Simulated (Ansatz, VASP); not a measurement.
# One calculation of Au, two programs

```
CELL_PARAMETERS angstrom
2.84080 0.00000 0.00000
-1.42040 2.46020 0.00000
0.00000 0.00000 4.78038
ATOMIC_POSITIONS crystal
Au 0.33333 0.66667 0.75000
Au 0.66667 0.33333 0.25000
```

Change from the starting cell: volume scaled by 0.94, PAW files.

Alike in both runs: task electric field gradients; functional LDA; k mesh 14 × 14 × 8; occupations fermi-dirac, width 0.03 eV; no spin polarisation.

```csv
,VASP,Ansatz
version,VASP 6.6.1,Ansatz 0.2.0
potentials or method,"VASP PAW LDA potentials, release 64 (Au_sv_GW)","PAW with Ansatz's default frozen-core files, scalar-relativistic"
plane-wave cutoff (eV),400,420
valence electrons in the cell,38,38
```

```tsv
	VASP	Ansatz	Ansatz less VASP
size of Vzz on the site where it differs most (V/Å²)	22.5	16.5	-5.96
```

LDA's correlation is that of Perdew and Zunger in VASP and of Perdew and Wang (1992) in Ansatz.

Neither program's run includes spin-orbit coupling.
